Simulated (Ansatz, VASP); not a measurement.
# Ti in VASP and in Ansatz

Contents of INCAR:

```
SYSTEM = Ti
PREC = Accurate
ENCUT = 400
EDIFF = 1E-8
ISMEAR = -1
SIGMA = 0.05
LREAL = .False.
LASPH = .True.
NELM = 120
ALGO = Normal
ISIF = 2
LWAVE = .False.
LCHARG = .False.
GGA = PE
LEFG = .True.
NBANDS = 12
GGA_COMPAT = .False.
```

Contents of KPOINTS:

```
regular mesh
0
Gamma
  14 14 14
  0 0 0
```

The input POSCAR:

```
Ti
1.0
   -1.6245900000      1.6410000000      1.6410000000
    1.6410000000     -1.6245900000      1.6410000000
    1.6410000000      1.6410000000     -1.6245900000
Ti
1
Direct
    0.0000000000      0.0000000000      0.0000000000
```

Input for Ansatz:

```yaml
crystal:
  lattice:
    - [-1.62459, 1.641, 1.641]
    - [1.641, -1.62459, 1.641]
    - [1.641, 1.641, -1.62459]
  atoms:
    - { symbol: Ti, position: [0.0, 0.0, 0.0] }
kpoints:
  mp_grid: { grid: [14, 14, 14] }
scf:
  occupations: { method: fermi_dirac, width: 0.05 }
hamiltonian:
  xc: pbe
  pseudopotentials: { kind: all_electron, datasets: crystal }
output:
  forces: true
  stress: true
  eigenvalues: true
  efg: { contact_densities: true }
```

Change from the starting cell: equal xy, yz and zx shear strains of +1 %, crystal datasets.

Alike in both runs: task electric field gradients; functional PBE; k mesh 14 × 14 × 14; occupations fermi-dirac, width 0.05 eV; no spin polarisation.

|  | VASP | Ansatz |
| --- | --- | --- |
| version | VASP 6.6.1 | Ansatz 0.2.0 |
| potentials or method | VASP PAW PBE potentials, release 64 (Ti_sv), cutoff 400 eV | all-electron PAW with datasets made for the crystal, scalar-relativistic |

Ansatz gave:

- pressure (GPa): -2.4
- traceless stress, the component that is largest in VASP (GPa): -0.41
- size of Vzz on the site where it differs most (V/Å²): 4.2

**Question.** Estimate VASP's values.

**Answer.** Pressure (GPa): -3.3; traceless stress, the component that is largest in VASP (GPa): -0.41; size of Vzz on the site where it differs most (V/Å²): 4.2.

Ansatz ran all-electron here, and VASP with PAW potentials.
